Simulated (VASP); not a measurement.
Input of a VASP 6.6.1 run:

The input INCAR:

```
PREC = Accurate ; ENCUT = 520
EDIFF = 1E-6 ; ISMEAR = 0
SIGMA = 0.15 ; LREAL = False
LASPH = True ; NELM = 80
ALGO = Normal ; ISIF = 2
LWAVE = False ; LCHARG = False
GGA = PS ; NBANDS = 10
```

Contents of KPOINTS:

```
regular mesh
0
Gamma
  22 22 22
```

POSCAR

```
Ir
1.0
    0.0000000000      2.0156850000      1.8717075000
    2.0156850000      0.0000000000      1.8717075000
    2.0156850000      2.0156850000      0.0000000000
Ir
1
Direct
    0.0000000000      0.0000000000      0.0000000000
```

Potentials or basis: VASP PAW PBE potentials, release 64 (Ir).

Command:

```sh
$ cat potpaw_PBE.64/Ir/POTCAR > POTCAR
$ mpirun -np 1 vasp_std > vasp.out
```

(1) What does it give for the pressure?

## Answers

(1) -23.4 GPa.

Caveat: the cell differs from its parent crystal (strain +0.050 along x and y, -0.025 along z); the PAW data sets were made with another functional, which shifts forces and pressure a little.
